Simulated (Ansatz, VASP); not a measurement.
# Two plane-wave programs on MnS

INCAR

```
PREC     = Accurate       # precision mode
ENCUT    = 600            # plane-wave cutoff, eV
EDIFF    = 1E-7           # SCF threshold, eV
ISMEAR   = -1             # smearing method
SIGMA    = 0.05           # smearing width, eV
LREAL    = F              # projectors in reciprocal space
LASPH    = T              # aspherical terms in the spheres
NELM     = 150            # most SCF steps
ALGO     = Normal         # electronic algorithm
ISIF     = 3              # what is computed and relaxed
LWAVE    = F              # write WAVECAR
LCHARG   = F              # write CHGCAR
ISPIN    = 2              # spin polarisation
MAGMOM   = 4 0            # initial moments
LORBIT   = 11             # projections on sites
LMAXMIX  = 4              # l up to which the mixer works
GGA      = PS             # functional
IVDW     = 12             # dispersion correction
IBRION   = 2              # ionic algorithm
NSW      = 60             # ionic steps
EDIFFG   = -0.01          # ionic threshold
```

The input KPOINTS:

```
Automatic mesh
0
Gamma
  9 9 9
```

Contents of POSCAR:

```
MnS
1.0
    0.0000000000      2.6045000000      2.6045000000
    2.6045000000      0.0000000000      2.6045000000
    2.6045000000      2.6045000000      0.0000000000
Mn S
1 1
Direct
    0.0000000000      0.0000000000      0.0000000000
    0.5000000000      0.5000000000      0.5000000000
```

input.yaml

```yaml
crystal:
  lattice:
    - [0.0, 2.6045, 2.6045]
    - [2.6045, 0.0, 2.6045]
    - [2.6045, 2.6045, 0.0]
  atoms:
    - { symbol: Mn, position: [0.0, 0.0, 0.0], spin: 4.0 }
    - { symbol: S, position: [0.5, 0.5, 0.5] }
hamiltonian:
  xc: pbesol
  pseudopotentials: { kind: paw }
  dispersion: d3bj
magnetization:
  spin_polarized: true
kpoints:
  mp_grid: { grid: [9, 9, 9] }
scf:
  occupations: { method: fermi_dirac, width: 0.05 }
output:
  forces: true
  stress: true
  eigenvalues: true
  write_density: true
  write_potential: true
  elf: true
  volumetric_format: npy
relax:
  f_tol: 0.01
  max_steps: 40
  cell: { stress_tol: 0.05 }
```

Alike in both runs: task relaxation of cell and atoms; functional PBEsol; dispersion D3(BJ); k mesh 9 × 9 × 9; occupations fermi-dirac, width 0.05 eV; collinear spin.

|  | VASP | Ansatz |
| --- | --- | --- |
| version | VASP 6.6.1 | Ansatz 0.2.0 |
| potentials or method | VASP PAW PBE potentials, release 64 (Mn_pv, S) | Ansatz PAW |
| plane-wave cutoff (eV) | 600 | 420 |
| valence electrons in the cell | 19 | 21 |

|  | VASP | Ansatz | Ansatz less VASP |
| --- | --- | --- | --- |
| gap on the k mesh at the Fermi level, each at its own relaxed structure (eV) | none | none | - |
| net moment per atom (μB) | 1.97 | 2.14 | +0.175 |
| size of the moment on the site where the two differ most (μB) | 3.65 | 3.83 | +0.186 |
| relaxed volume (Å³/atom) | 14.41 | 15.76 | +1.354 |
| relaxed length of the cell vector where the two differ most in proportion (Å) | 3.441 | 3.546 | +0.1046 |

The net moments are unlike, so the other rows may belong to different states. VASP's potentials were made for PBE, not for PBEsol. Site moments also hang on the region over which each program counts them. A gap of «none» marks a metal or a gap that the smearing closes. VASP's potentials hold 19 valence electrons a cell and Ansatz's 21, so a difference there can come from the potentials and not from the codes.

Noted on VASP's run: the volume moved by over 15 % at a fixed basis, so the end points are rough. Noted on Ansatz's run: the plane-wave basis is chosen anew once the cell has moved, so the energies of steps on either side of that aren't comparable.
